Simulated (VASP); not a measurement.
Set up this calculation in VASP 6.6.1, as the native input.

- Task: single point
- Functional: PBE
- Potentials or basis: VASP PAW PBE potentials, release 64 (Os)
- Cutoff: 520 eV
- k mesh: 18 × 18 × 18
- Occupations: fermi-dirac, width 0.05 eV
- Spin: no spin polarisation
- Dipole correction: no
- Further INCAR settings: ALGO = Normal; EDIFF = 1e-07; NBANDS = 10

The structure of Os lies in POSCAR:

```
Os
1.0
    0.0000000000      1.9279312760      1.9279312760
    1.9279312760      0.0000000000      1.9279312760
    1.9279312760      1.9279312760      0.0000000000
Os
1
Direct
    0.0000000000      0.0000000000      0.0000000000
```

This isn't the form of Os at room conditions, which is hcp.

One way to write it, as run:

INCAR

```
SYSTEM = Os
ALGO = Normal
EDIFF = 1E-7
ENCUT = 520
GGA = PE
ISIF = 2
ISMEAR = -1
LASPH = .TRUE.
LCHARG = .FALSE.
LREAL = .FALSE.
LWAVE = .FALSE.
NBANDS = 10
NELM = 100
PREC = Accurate
SIGMA = 0.05
```

KPOINTS

```
k-points
0
G
  18 18 18
  0 0 0
```

Potentials or basis: VASP PAW PBE potentials, release 64 (Os).

Launch:

```bash
$ cat potpaw_PBE.64/Os/POTCAR > POTCAR
$ mpirun -np 1 vasp_std > vasp.out
```

It gave:

The pressure is -0.1 GPa and the band gap on the k mesh is zero (bands 4 and 5 overlap by 3.68 eV).

Caveat: spin-orbit coupling is left out, which moves the levels of the heavy elements.

It took 9.1 s on 1 thread of Intel(R) Xeon(R) 6975P-C (Granite Rapids), with other jobs on the host, peak memory 0.15 GiB.
